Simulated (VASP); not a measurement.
Here is a VASP 6.6.1 calculation.

The input INCAR:

```
SYSTEM = Pt
ALGO = Fast
EDIFF = 1E-6
ENCUT = 520
GGA = PE
ISIF = 2
ISMEAR = 0
LASPH = .True.
LCHARG = .False.
LREAL = .False.
LWAVE = .False.
NBANDS = 11
NELM = 60
PREC = Accurate
SIGMA = 0.15
```

File KPOINTS:

```
k-points
0
Gamma
  22 22 22
  0 0 0
```

The input POSCAR:

```
Pt
1.0
   -1.5842200000      1.5842200000      1.5208512000
    1.5842200000     -1.5842200000      1.5208512000
    1.5842200000      1.5842200000     -1.5208512000
Pt
1
Direct
    0.0000000000      0.0000000000      0.0000000000
```

Potentials or basis: VASP PAW PBE potentials, release 64 (Pt).

Run with:

```sh
$ cat potpaw_PBE.64/Pt/POTCAR > POTCAR
$ mpirun -np 1 vasp_std > vasp.out
```

(1) Predict the pressure.

(2) What does it give for the band gap on the k mesh?

Answers

(1) 9.0 GPa.

(2) zero (band 5 reaches 11.91 eV, above the bottom of band 6 at 9.63 eV).

Caveat: the cell differs from its parent crystal (strain +0.000 along x and y, -0.040 along z); spin-orbit coupling is left out, which moves the levels of the heavy elements.
